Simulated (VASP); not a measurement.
A run of VASP 6.6.1 is set up as follows.

The input INCAR:

```
ALGO     = Fast           # electronic algorithm
EDIFF    = 1E-7           # SCF threshold, eV
ENCUT    = 520            # plane-wave cutoff, eV
GGA      = PS             # functional
ISIF     = 2              # what is computed and relaxed
ISMEAR   = 0              # smearing method
LASPH    = T              # aspherical terms in the spheres
LCHARG   = T              # write CHGCAR
LELF     = T              # ELF
LREAL    = F              # projectors in reciprocal space
LVHAR    = T            
LWAVE    = F              # write WAVECAR
NBANDS   = 24             # bands
NELM     = 60             # most SCF steps
PREC     = Accurate       # precision mode
SIGMA    = 0.15           # smearing width, eV
```

The input KPOINTS:

```
k-points
0
Gamma
  14 14 14
```

File POSCAR:

```
AlNi3
1.0
    0.0000000000      2.5361970403      2.7984078565
    3.0606186727      0.0000000000      2.7984078565
    3.0606186727      2.5361970403      0.0000000000
Al Ni
1 3
Direct
    0.5000000000      0.5000000000      0.5000000000
    0.2500000000      0.2500000000      0.2500000000
    0.0000000000      0.0000000000      0.0000000000
    0.7500000000      0.7500000000      0.7500000000
```

Potentials or basis: VASP PAW PBE potentials, release 64 (Al, Ni).

Command:

```bash
$ cat potpaw_PBE.64/Al/POTCAR potpaw_PBE.64/Ni/POTCAR > POTCAR
$ mpirun -np 1 vasp_std > vasp.out
```

Q: Predict the pressure.

A: 2.7 GPa.

Stress tensor (GPa, compression positive):
```
 2.63  0.00  0.00
 0.00  8.14  0.00
 0.00  0.00 -2.74
```

Caveat: the cell differs from its parent crystal (strain +0.0937 x Voigt [1, -1, 0, 0, 0, 0]); the PAW data sets were made with another functional, which shifts forces and pressure a little. Spin polarisation is off, so any magnetic state and its effect on volume and gap are missing.
